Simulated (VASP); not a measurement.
Here is a VASP 6.6.1 calculation.

File INCAR:

```
PREC = Accurate
ENCUT = 520
EDIFF = 1E-6
ISMEAR = 0
SIGMA = 0.1
LREAL = False
LASPH = True
NELM = 80
ALGO = Normal
ISIF = 2
LWAVE = False
LCHARG = False
GGA = PE
NBANDS = 33
```

The input KPOINTS:

```
Automatic mesh
0
Gamma
  6 6 4
```

POSCAR

```
HfWS4
1.0
    5.0351753300      0.0000000000      0.0000000000
   -2.5175876700      4.3605897500      0.0000000000
    0.0000000000      0.0000000000      7.1692108000
Hf W S
1 1 4
Direct
    0.0000000000      0.0000000000      0.5000000000
    0.0000000000      0.0000000000      0.0000000000
    0.0000000000      0.0000000000      0.7496378700
    0.0000000000      0.0000000000      0.2503621300
    0.3333333300      0.6666666700      0.0000000000
    0.6666666700      0.3333333300      0.0000000000
```

Potentials or basis: VASP PAW PBE potentials, release 64 (Hf_pv, W_sv, S).

The run is started by

```console
$ cat potpaw_PBE.64/Hf_pv/POTCAR potpaw_PBE.64/W_sv/POTCAR potpaw_PBE.64/S/POTCAR > POTCAR
$ mpirun -np 1 vasp_std > vasp.out
```

Question: Predict the largest force.

Answer: 0.214 eV/Å.

Question: Estimate the band gap on the k mesh.

Answer: Zero (bands 24 and 25 overlap by 1.34 eV).

Stress tensor (GPa, compression positive):
```
 -9.94   0.00   0.00
  0.00  -9.94   0.00
  0.00   0.00 154.01
```

Caveat: the stress differs along the axes, from -10 to 154 GPa; spin-orbit coupling is left out, which moves the levels of the heavy elements.
